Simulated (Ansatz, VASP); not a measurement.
## Si2Ni: VASP beside Ansatz

```
CELL_PARAMETERS angstrom
0.00000 2.72341 2.72341
2.72341 0.00000 2.72341
2.72341 2.72341 0.00000
ATOMIC_POSITIONS crystal
Si 0.25000 0.25000 0.13316
Si 0.75000 0.75000 0.75000
Ni 0.00000 0.00000 0.00000
```

Alike in both runs: task single point; functional PBE; k mesh 16 × 16 × 16; occupations gaussian, width 0.15 eV; no spin polarisation.

```csv
,VASP,Ansatz
version,VASP 6.6.1,Ansatz 0.2.0
potentials or method,"VASP PAW PBE potentials, release 64 (Si, Ni), cutoff 520 eV","scalar-relativistic, plane waves, PAW"
valence electrons in the cell,18,26
```

Ansatz gave:

- gap on the k mesh at the Fermi level (eV): none
- pressure (GPa): 10.2
- traceless stress, the component that is largest in VASP (GPa): 10.69
- rms of the force components (eV/Å): 1.892

Task: What did VASP give for the same quantities?

Result: gap on the k mesh at the Fermi level (eV): none; pressure (GPa): 10.2; traceless stress, the component that is largest in VASP (GPa): 10.76; rms of the force components (eV/Å): 1.899.

Atom by atom the forces differ by 0.015 eV/Å (rms over components). A gap of «none» marks a metal or a gap that the smearing closes. VASP's potentials hold 18 valence electrons a cell and Ansatz's 26, so a difference there can come from the potentials and not from the codes.
